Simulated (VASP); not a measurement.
A run of VASP 6.6.1 is set up as follows.

File POSCAR:

```
W
1.0
    0.0000000000      2.0467776203      2.0467776203
    2.0467776203      0.0000000000      2.0467776203
    2.0467776203      2.0467776203      0.0000000000
W
1
Direct
    0.0000000000      0.0000000000      0.0000000000
```

Contents of INCAR.step1:

```
SYSTEM = W
ALGO = Normal
EDIFF = 1E-4
ENCUT = 520
GGA = PE
ISMEAR = -1
LASPH = .TRUE.
LCHARG = .FALSE.
LREAL = .FALSE.
LWAVE = .TRUE.
NBANDS = 13
NELM = 60
PREC = Accurate
SIGMA = 0.1
```

Contents of INCAR.step2:

```
SYSTEM = W
ALGO = Normal
EDIFF = 1E-7
ENCUT = 520
ISIF = 2
ISMEAR = -1
ISTART = 1
LASPH = .TRUE.
LCHARG = .FALSE.
LMIXTAU = .TRUE.
LREAL = .FALSE.
LWAVE = .FALSE.
METAGGA = R2SCAN
NBANDS = 13
NELM = 60
PREC = Accurate
SIGMA = 0.1
```

The input KPOINTS:

```
k-points
0
G
  12 12 12
  0 0 0
```

Potentials or basis: VASP PAW PBE potentials, release 64 (W_sv).

Launch:

```bash
$ cat potpaw_PBE.64/W_sv/POTCAR > POTCAR
$ cp INCAR.step1 INCAR
$ mpirun -np 1 vasp_std > vasp.out
$ cp INCAR.step2 INCAR
$ mpirun -np 1 vasp_std > vasp.out
```

Task: Predict the pressure.

Result: -14.3 GPa.

Task: What does it give for the band gap on the k mesh?

Result: Zero (band 7 reaches 12.52 eV, above the bottom of band 8 at 9.22 eV).

Caveat: the PAW data sets were made with another functional, which shifts forces and pressure a little; spin-orbit coupling is left out, which moves the levels of the heavy elements.
